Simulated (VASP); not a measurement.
# Re (P6_3/mmc) in VASP: a series of runs

Runs on Re. Level: PBE. Tasks: single point, relaxation of shape and atoms at fixed volume.

Program: VASP 6.6.1. These are calculated values, not measurements. Logs are shortened: lines on timing, memory, paths and dates and some standing lists are left out, and cuts for length are marked.

## Step 1: The cell of the first run

It takes space group P6_3/mmc (No. 194, hexagonal). Conventional cell: a = 2.793 Å, b = 2.793 Å, c = 4.515 Å, α = 90.00°, β = 90.00°, γ = 120.00°. Within 3.7 Å of Re (site symmetry -6m2) lie 12 Re at 2.77 to 2.79 Å.

## Step 2: Single point, PBE (15.25 Å³/atom)

INCAR reads:

```
  PREC = Accurate
  ENCUT = 520
  EDIFF = 1E-6
  ISMEAR = 0
  SIGMA = 0.05
  LREAL = F
  LASPH = T
  NELM = 80
  ALGO = Fast
  ISIF = 2
  LWAVE = F
  LCHARG = F
  GGA = PE
  NBANDS = 14
```

KPOINTS reads:

```
Automatic mesh
0
Gamma
  18 18 10
```

POSCAR reads:

```
Re
1.0
    2.7928474302      0.0000000000      0.0000000000
   -1.3964237151      2.4186768235      0.0000000000
    0.0000000000      0.0000000000      4.5149500394
Re
2
Direct
    0.3333333333      0.6666666667      0.2500000000
    0.6666666667      0.3333333333      0.7500000000
```

Potentials or basis: VASP PAW PBE potentials, release 64 (Re).

Started as:

```bash
cat potpaw_PBE.64/Re/POTCAR > POTCAR
mpirun -np 1 vasp_std > vasp.out
```

OUTCAR:

```text
PREC = Accurate
   ENCUT = 520
   EDIFF = 1E-6
   ISMEAR = 0
   LREAL = F
   LASPH = T
   NELM = 80
   ISIF = 2
   GGA = PE

 ion  position               nearest neighbor table
   1  0.333  0.667  0.250-   2 2.77   2 2.77   2 2.77   2 2.77   2 2.77   2 2.77
   2  0.667  0.333  0.750-   1 2.77   1 2.77   1 2.77   1 2.77   1 2.77   1 2.77

  LATTYP: Found a hexagonal cell.
 ALAT       =     2.7928474302
 C/A-ratio  =     1.6166117743

  Lattice vectors:

 A1 = (   2.7928474302,   0.0000000000,   0.0000000000)
 A2 = (  -1.3964237151,   2.4186768235,   0.0000000000)
 A3 = (   0.0000000000,   0.0000000000,   4.5149500394)

Analysis of symmetry for initial positions (statically):
=====================================================================
 Subroutine PRICEL returns:
 Original cell was already a primitive cell.

 Routine SETGRP: Setting up the symmetry group for a
 hexagonal supercell.

 Subroutine GETGRP returns: Found 24 space group operations
 (whereof 12 operations were pure point group operations)
 out of a pool of 24 trial point group operations.

The static configuration has the point symmetry D_3d.
 The point group associated with its full space group is D_6h.

Analysis of symmetry for dynamics (positions and initial velocities):
=====================================================================
 Subroutine PRICEL returns:
 Original cell was already a primitive cell.

 Routine SETGRP: Setting up the symmetry group for a
 hexagonal supercell.

 Subroutine GETGRP returns: Found 24 space group operations
 (whereof 12 operations were pure point group operations)
 out of a pool of 24 trial point group operations.

The dynamic configuration has the point symmetry D_3d.
 The point group associated with its full space group is D_6h.

 Subroutine INISYM returns: Found 24 space group operations
 (whereof 12 operations are pure point group operations),
 and found     1 'primitive' translations

----------------------------------------------------------------------------------------

                                     Primitive cell

  volume of cell :      30.4985

  direct lattice vectors                    reciprocal lattice vectors
     2.792847430  0.000000000  0.000000000     0.358057511  0.206724600  0.000000000
    -1.396423715  2.418676823  0.000000000     0.000000000  0.413449201  0.000000000
     0.000000000  0.000000000  4.514950039     0.000000000  0.000000000  0.221486393

  length of vectors
     2.792847430  2.792847430  4.514950039     0.413449201  0.413449201  0.221486393

  position of ions in fractional coordinates (direct lattice)
     0.333333333  0.666666667  0.250000000
     0.666666667  0.333333333  0.750000000

  ion indices of the primitive-cell ions
   primitive index   ion index
                 1           1
                 2           2

----------------------------------------------------------------------------------------

 KPOINTS: Automatic mesh

Automatic generation of k-mesh.
 Grid dimensions read from file:
 generate k-points for:   18   18   10

 Generating k-lattice:

  Cartesian coordinates                     Fractional coordinates (reciprocal lattice)
     0.019892084  0.011484700  0.000000000     0.055555556 -0.000000000  0.000000000
     0.000000000  0.022969400  0.000000000     0.000000000  0.055555556  0.000000000
     0.000000000  0.000000000  0.022148639     0.000000000  0.000000000  0.100000000

  Length of vectors
     0.022969400  0.022969400  0.022148639

  Shift w.r.t. Gamma in fractional coordinates (k-lattice)
     0.000000000  0.000000000  0.000000000

 Subroutine IBZKPT returns following result:
 ===========================================

 Found    222 irreducible k-points:

 Following reciprocal coordinates:
            Coordinates               Weight
  0.000000  0.000000  0.000000      1.000000
  0.055556 -0.000000  0.000000      6.000000
  0.111111 -0.000000  0.000000      6.000000
  0.166667 -0.000000  0.000000      6.000000
  0.222222 -0.000000  0.000000      6.000000
  0.277778 -0.000000  0.000000      6.000000
[... 16 lines left out ...]
  0.333333  0.111111  0.000000     12.000000
  0.388889  0.111111  0.000000     12.000000
 [... further k-points ...]
   k-points           NKPTS =    222   k-points in BZ     NKDIM =    222   number of bands    NBANDS=     14
   number of dos      NEDOS =    301   number of ions     NIONS =      2
   total plane-waves  NPLWV =  20736
   dimension x,y,z NGX =    24 NGY =   24 NGZ =   36
   dimension x,y,z NGXF=    48 NGYF=   48 NGZF=   72
   ions per type =               2
   NGX,Y,Z   is equivalent  to a cutoff of  14.29, 14.29, 13.26 a.u.
   NGXF,Y,Z  is equivalent  to a cutoff of  28.57, 28.57, 26.51 a.u.
 SYSTEM =  unknown system
   PREC   = accura    normal or accurate (medium, high low for compatibility)
   ISTART =      0    job   : 0-new  1-cont  2-samecut
   ICHARG =      2    charge: 1-file 2-atom 10-const
[... 74 lines left out ...]
     10       7.9881      0.00000
     11      10.6483      0.00000
     12      10.6483      0.00000
     13      16.9806      0.00000
     14      21.5546      0.00000

 k-point     2 :       0.0556   -0.0000    0.0000
  band No.  band energies     occupation
      1      -2.0476      2.00000
      2       1.1990      2.00000
      3       5.6091      2.00000
      4       6.0741      2.00000
      5       6.2583      2.00000
      6       6.6625      2.00000
      7       6.8538      2.00000
      8       7.3778      1.86771
      9       7.5482      0.00092
     10       7.7036      0.00000
     11      10.7105      0.00000
     12      11.2058      0.00000
     13      16.9714      0.00000
     14      21.8231      0.00000

 k-point     3 :       0.1111   -0.0000    0.0000
  band No.  band energies     occupation
      1      -1.6920      2.00000
      2       1.5229      2.00000
      3       5.2056      2.00000
      4       6.3739      2.00000
      5       6.4019      2.00000
      6       6.4906      2.00000
      7       6.6461      2.00000
      8       7.1621      2.00000
      9       7.3024      1.99973
     10       7.4911      0.08932
     11      10.8656      0.00000
     12      12.3447      0.00000
     13      16.9211      0.00000
     14      22.5551      0.00000

 k-point     4 :       0.1667   -0.0000    0.0000
  band No.  band energies     occupation
      1      -1.1338      2.00000
      2       1.9769      2.00000
      3       4.8076      2.00000
      4       5.5311      2.00000
      5       6.0723      2.00000
      6       6.9347      2.00000
      7       6.9735      2.00000
      8       7.0739      2.00000
      9       7.2435      2.00000
     10       7.6601      0.00000
     11      11.0533      0.00000
     12      13.6480      0.00000
     13      16.7923      0.00000
     14      23.3867      0.00000

 k-point     5 :       0.2222   -0.0000    0.0000
  band No.  band energies     occupation
      1      -0.4309      2.00000
      2       2.3716      2.00000
      3       4.5769      2.00000
      4       4.6470      2.00000
      5       5.8079      2.00000
      6       6.6230      2.00000
      7       6.9667      2.00000
      8       7.6499      0.00000
      9       7.6593      0.00000
     10       8.3211      0.00000
     11      11.2278      0.00000
[... 276 lines left out ...]
 k-point    22 :       0.2778    0.1111    0.0000
  band No.  band energies     occupation
      1       1.3402      2.00000
      2       2.6503      2.00000
      3       3.2361      2.00000
      4       4.4602      2.00000
      5       5.6012      2.00000
      6       6.0867      2.00000
      7       6.6356      2.00000
      8       8.7371      0.00000
      9       9.8792      0.00000
     10      10.8268      0.00000
     11      11.2574      0.00000
     12      16.3534      0.00000
     13      18.0806      0.00000
     14      18.9808      0.00000

 k-point    23 :       0.3333    0.1111    0.0000
  band No.  band energies     occupation
      1       1.8302      2.00000
      2       2.4114      2.00000
      3       2.8252      2.00000
      4       4.8263      2.00000
      5       5.5051      2.00000
      6       6.3420      2.00000
      7       6.5193      2.00000
      8       9.6043      0.00000
      9      10.6058      0.00000
     10      11.2924      0.00000
     11      11.8479      0.00000
     12      16.5896      0.00000
     13      17.1722      0.00000
     14      19.3464      0.00000

 k-point    24 :       0.3889    0.1111    0.0000
  band No.  band energies     occupation
      1       2.0737      2.00000
      2       2.2422      2.00000
      3       2.5728      2.00000
      4       5.2121      2.00000
      5       5.4802      2.00000
      6       6.1212      2.00000
      7       6.8391      2.00000
      8      10.4865      0.00000
      9      11.0569      0.00000
     10      11.3101      0.00000
     11      12.7948      0.00000
     12      15.4753      0.00000
     13      17.2378      0.00000
     14      18.3857      0.00000

 [... further k-points ...]

------------------------ aborting loop because EDIFF is reached ----------------------------------------

  FORCE on cell =-STRESS in cart. coord.  units (eV):
  Direction    XX          YY          ZZ          XY          YZ          ZX
  --------------------------------------------------------------------------------------
  -------------------------------------------------------------------------------------
  Total       -1.4144634     -1.4144634     -1.4577894     -0.0000000      0.0000000      0.0000000
  in kB      -74.3060701    -74.3060701    -76.5821181     -0.0000000      0.0000000      0.0000000
  external PRESSURE =     -75.0647528 kB  Pullay stress =       0.0000000 kB

 VOLUME and BASIS-vectors are now :
 -----------------------------------------------------------------------------
  energy-cutoff  :      520.00
  volume of cell :       30.50
      direct lattice vectors                 reciprocal lattice vectors
     2.792847430  0.000000000  0.000000000     0.358057511  0.206724600  0.000000000
    -1.396423715  2.418676823  0.000000000     0.000000000  0.413449201  0.000000000
     0.000000000  0.000000000  4.514950039     0.000000000  0.000000000  0.221486393

 POSITION                                       TOTAL-FORCE (eV/Angst)
 -----------------------------------------------------------------------------------
     -0.00000      1.61245      1.12874         0.000000      0.000000      0.000000
      1.39642      0.80623      3.38621        -0.000000     -0.000000      0.000000
 -----------------------------------------------------------------------------------
    total drift:                               -0.000000      0.000000     -0.000000

  FREE ENERGIE OF THE ION-ELECTRON SYSTEM (eV)
  ---------------------------------------------------
  free  energy   TOTEN  =       -24.8365263862 eV

  energy  without entropy=      -24.8344220944  energy(sigma->0) =      -24.83547424
```

Run time: 75 s. Hardware: 1 thread of AMD EPYC 9R45 (Zen 5), shared host; peak memory 0.19 GiB.

What came out:

- Free energy: -24.8365 eV
- Pressure: -7.5 GPa
- Band gap on the k mesh: zero (bands 7 and 8 overlap by 2.97 eV)

Stress tensor (GPa, compression positive):
```
-7.43  0.00  0.00
 0.00 -7.43  0.00
 0.00  0.00 -7.66
```

Caveat: the cell stands under tension; spin-orbit coupling is left out, which moves the levels of the heavy elements.

## Step 3: Single point, PBE (15.55 Å³/atom)

This run uses another cell than the first one, of 15.55 Å³/atom.

INCAR reads:

```
SYSTEM = Re
PREC = Accurate ; ENCUT = 520
EDIFF = 1E-6 ; ISMEAR = 0
SIGMA = 0.05 ; LREAL = .FALSE.
LASPH = .TRUE. ; NELM = 60
ALGO = Normal ; ISIF = 2
LWAVE = .FALSE. ; LCHARG = .FALSE.
GGA = PE ; NBANDS = 14
```

KPOINTS reads:

```
Automatic mesh
0
G
  18 18 10
  0 0 0
```

POSCAR reads:

```
Re
1.0
    2.8114568532      0.0000000000      0.0000000000
   -1.4057284266      2.4347930565      0.0000000000
    0.0000000000      0.0000000000      4.5427380381
Re
2
Direct
    0.3333333333      0.6666666667      0.2500000000
    0.6666666667      0.3333333333      0.7500000000
```

Potentials or basis: VASP PAW PBE potentials, release 64 (Re).

Started as:

```bash
cat potpaw_PBE.64/Re/POTCAR > POTCAR
mpirun -np 1 vasp_std > vasp.out
```

Run time: 61 s. Hardware: 1 thread of AMD EPYC 9R45 (Zen 5), shared host; peak memory 0.19 GiB.

The run converged. Its results:

* Free energy: -24.7969 eV
* Pressure: -13.8 GPa
* Band gap on the k mesh: zero (bands 7 and 8 overlap by 2.88 eV)

Stress tensor (GPa, compression positive):
```
-13.80   0.00   0.00
  0.00 -13.80   0.00
  0.00   0.00 -13.94
```

Levels at points of the mesh, in eV from the Fermi level:
| k point | band 3 | band 4 | band 5 | band 6 | band 7 | band 8 | band 9 | band 10 | band 11 | band 12 |
| --- | --- | --- | --- | --- | --- | --- | --- | --- | --- | --- |
| (0.00, 0.00, 0.00) | -1.44 | -1.42 | -1.42 | -0.66 | -0.66 | 0.20 | 0.20 | 0.53 | 3.13 | 3.13 |
| (0.50, 0.00, 0.00) | -4.84 | -1.75 | -1.69 | -1.28 | -0.56 | 3.66 | 4.02 | 4.15 | 5.60 | 6.59 |
| (0.00, 0.00, 0.50) | -2.21 | -2.21 | -1.54 | -1.54 | -1.54 | -1.54 | 2.36 | 2.36 | 2.36 | 2.36 |
| (0.50, 0.00, 0.50) | -3.76 | -3.76 | 0.40 | 0.40 | 0.84 | 0.84 | 3.94 | 3.94 | 4.43 | 4.43 |

Caveat: the cell stands under tension; spin-orbit coupling is left out, which moves the levels of the heavy elements.

## Step 4: Relaxation of shape and atoms at fixed volume, PBE (14.35 Å³/atom)

This run uses another cell than the first one, of 14.35 Å³/atom.

INCAR reads:

```
SYSTEM = Re
PREC     = Accurate       ! precision mode
ENCUT    = 600            ! plane-wave cutoff, eV
EDIFF    = 1E-7           ! SCF threshold, eV
ISMEAR   = 0              ! smearing method
SIGMA    = 0.05           ! smearing width, eV
LREAL    = .False.        ! projectors in reciprocal space
LASPH    = .True.         ! aspherical terms in the spheres
NELM     = 80             ! most SCF steps
ALGO     = Fast           ! electronic algorithm
ISIF     = 4              ! what is computed and relaxed
LWAVE    = .False.        ! write WAVECAR
LCHARG   = .False.        ! write CHGCAR
GGA      = PE             ! functional
IBRION   = 2              ! ionic algorithm
NSW      = 60             ! ionic steps
EDIFFG   = -0.01          ! ionic threshold
```

KPOINTS reads:

```
Automatic mesh
0
Gamma
  18 18 10
  0 0 0
```

POSCAR reads:

```
Re
1.0
    2.7369754284      0.0000000000      0.0000000000
   -1.3684877142      2.3702902505      0.0000000000
    0.0000000000      0.0000000000      4.4246267032
Re
2
Direct
    0.3333333333      0.6666666667      0.2500000000
    0.6666666667      0.3333333333      0.7500000000
```

Started as:

```bash
cat potpaw_PBE.64/Re/POTCAR > POTCAR
mpirun -np 1 vasp_std > vasp.out
```

Wall time 68 s (1 thread of AMD EPYC 9R45 (Zen 5), shared host); peak memory 0.19 GiB.

It converged, with:

```
Free energy             : -24.7970 eV
Pressure after relaxing : 16.1 GPa
Band gap on the k mesh  : zero (bands 7 and 8 overlap by 3.31 eV)
```

Final structure:
```cif
data_structure
_symmetry_space_group_name_H-M 'P 1'
_symmetry_Int_Tables_number 1
_cell_length_a 2.7370
_cell_length_b 2.7370
_cell_length_c 4.4246
_cell_angle_alpha 90.000
_cell_angle_beta 90.000
_cell_angle_gamma 120.000
_cell_volume 28.70
loop_
_atom_site_label
_atom_site_type_symbol
_atom_site_fract_x
_atom_site_fract_y
_atom_site_fract_z
_atom_site_occupancy
Re1 Re 0.33333 0.66667 0.25000 1
Re2 Re 0.66667 0.33333 0.75000 1
```

Levels at points of the mesh, in eV from the Fermi level:
| k point | band 4 | band 5 | band 6 | band 7 | band 8 | band 9 | band 10 | band 11 |
| --- | --- | --- | --- | --- | --- | --- | --- | --- |
| (0.00, 0.00, 0.00) | -1.63 | -1.63 | -0.76 | -0.76 | 0.21 | 0.22 | 0.67 | 3.50 |
| (0.50, 0.00, 0.00) | -1.99 | -1.72 | -1.40 | -0.61 | 4.17 | 4.66 | 4.99 | 6.54 |
| (0.00, 0.00, 0.50) | -2.45 | -1.76 | -1.76 | -1.76 | -1.76 | 2.66 | 2.66 | 2.66 |
| (0.50, 0.00, 0.50) | -4.23 | 0.42 | 0.42 | 1.00 | 1.00 | 4.47 | 4.77 | 4.97 |

Caveat: spin-orbit coupling is left out, which moves the levels of the heavy elements.

## Step 5: Relaxation of shape and atoms at fixed volume, PBE (14.65 Å³/atom)

This run uses another cell than the first one, of 14.65 Å³/atom.

INCAR reads:

```
SYSTEM = Re
PREC     = Accurate       ! precision mode
ENCUT    = 600            ! plane-wave cutoff, eV
EDIFF    = 1E-7           ! SCF threshold, eV
ISMEAR   = 0              ! smearing method
SIGMA    = 0.05           ! smearing width, eV
LREAL    = .FALSE.        ! projectors in reciprocal space
LASPH    = .TRUE.         ! aspherical terms in the spheres
NELM     = 80             ! most SCF steps
ALGO     = Normal         ! electronic algorithm
ISIF     = 4              ! what is computed and relaxed
LWAVE    = .FALSE.        ! write WAVECAR
LCHARG   = .FALSE.        ! write CHGCAR
GGA      = PE             ! functional
IBRION   = 2              ! ionic algorithm
NSW      = 60             ! ionic steps
EDIFFG   = -0.01          ! ionic threshold
```

KPOINTS reads:

```
Automatic mesh
0
G
  18 18 10
  0 0 0
```

POSCAR reads:

```
Re
1.0
    2.7558517175      0.0000000000      0.0000000000
   -1.3779258587      2.3866375964      0.0000000000
    0.0000000000      0.0000000000      4.4551423345
Re
2
Direct
    0.3333333333      0.6666666667      0.2500000000
    0.6666666667      0.3333333333      0.7500000000
```

Started as:

```bash
cat potpaw_PBE.64/Re/POTCAR > POTCAR
mpirun -np 1 vasp_std > vasp.out
```

Wall time 50 s (1 thread of AMD EPYC 9R45 (Zen 5), shared host); peak memory 0.19 GiB.

It converged, with:

| Quantity | Value |
| --- | --- |
| Free energy | -24.8408 eV |
| Pressure after relaxing | 7.4 GPa |
| Band gap on the k mesh | zero (bands 7 and 8 overlap by 3.19 eV) |

Final structure:
```yaml
crystal:
  lattice:
    - [2.75585, 0.00000, 0.00000]
    - [-1.37793, 2.38664, 0.00000]
    - [0.00000, 0.00000, 4.45514]
  atoms:
    - { symbol: Re, position: [0.33333, 0.66667, 0.25000] }
    - { symbol: Re, position: [0.66667, 0.33333, 0.75000] }
```

Levels at points of the mesh, in eV from the Fermi level:
```tsv
k point	band 4	band 5	band 6	band 7	band 8	band 9	band 10	band 11
(0.00, 0.00, 0.00)	-1.57	-1.57	-0.73	-0.73	0.21	0.21	0.63	3.40
(0.50, 0.00, 0.00)	-1.92	-1.71	-1.37	-0.59	4.02	4.41	4.55	6.16
(0.00, 0.00, 0.50)	-2.38	-1.70	-1.70	-1.70	-1.70	2.58	2.58	2.58
(0.50, 0.00, 0.50)	-4.10	0.42	0.42	0.95	0.95	4.33	4.34	4.82
```

Caveat: spin-orbit coupling is left out, which moves the levels of the heavy elements.

## Step 6: Summary

| task | cell | cutoff (eV) | gap on the mesh (eV) | pressure (GPa) |
| --- | --- | --- | --- | --- |
| single point | a = 2.793, b = 2.793, c = 4.515 Å, angles 90.0, 90.0, 120.0°, 2 atoms | 520 | none | -7.5 |
| single point | a = 2.811, b = 2.811, c = 4.543 Å, angles 90.0, 90.0, 120.0°, 2 atoms | 520 | none | -13.8 |
| relaxation of shape and atoms at fixed volume | relaxed from a = 2.737, b = 2.737, c = 4.425 Å, angles 90.0, 90.0, 120.0°, 2 atoms | 600 | none | 16.1 |
| relaxation of shape and atoms at fixed volume | relaxed from a = 2.756, b = 2.756, c = 4.455 Å, angles 90.0, 90.0, 120.0°, 2 atoms | 600 | none | 7.4 |

Alike in all rows: level PBE; potentials or basis VASP PAW PBE potentials, release 64 (Re); no spin polarisation; k mesh 18 × 18 × 10; smearing gaussian 0.05 eV.

Caveats: spin-orbit coupling is left out, which moves the levels of the heavy elements; the cell stands under tension (at least some runs).

Total energies depend on the potentials used, so only differences within one code and one set of settings carry meaning.
